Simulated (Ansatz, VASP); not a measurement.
Ti4AlC3: VASP beside Ansatz

```xyz
16
Lattice="3.0600 0.0000 0.0000 -1.5300 2.6500 0.0000 0.0000 0.0000 23.6100" Properties=species:S:1:pos:R:3 pbc="T T T"
Ti    0.0000    1.7667    1.3222
Ti    1.5300    0.8833   22.2878
Ti    1.5300    0.8833   13.1272
Ti    0.0000    1.7667   10.4828
Ti    0.0000    0.0000    3.5887
Ti    0.0000    0.0000   20.0213
Ti    0.0000    0.0000   15.3937
Ti    0.0000    0.0000    8.2163
Al    0.0000    1.7667    5.9025
Al    1.5300    0.8833   17.7075
C     0.0000    0.0000    0.0000
C     0.0000    0.0000   11.8050
C     1.5300    0.8833    2.6113
C     0.0000    1.7667   20.9987
C     0.0000    1.7667   14.4163
C     1.5300    0.8833    9.1937
```

Alike in both runs: task single point; functional PBE; k mesh 6 × 6 × 1; occupations gaussian, width 0.1 eV; no spin polarisation.

|  | VASP | Ansatz |
| --- | --- | --- |
| version | VASP 6.6.1 | Ansatz 0.2.0 |
| potentials or method | VASP PAW PBE potentials, release 64 (Ti_sv, Al, C), cutoff 520 eV | scalar-relativistic, plane waves, PAW |
| valence electrons in the cell | 126 | 126 |

```csv
,VASP,Ansatz,Ansatz less VASP
gap on the k mesh at the Fermi level (eV),none,none,-
pressure (GPa),5.2,5.0,-0.18
"traceless stress, the component that is largest in VASP (GPa)",-2.40,-2.41,-0.007
rms of the force components (eV/Å),1.089,1.084,-0.0046
```

Atom by atom the forces differ by 0.012 eV/Å (rms over components). A gap of «none» marks a metal or a gap that the smearing closes.

The k mesh is coarse, so the values compare programs but aren't converged.
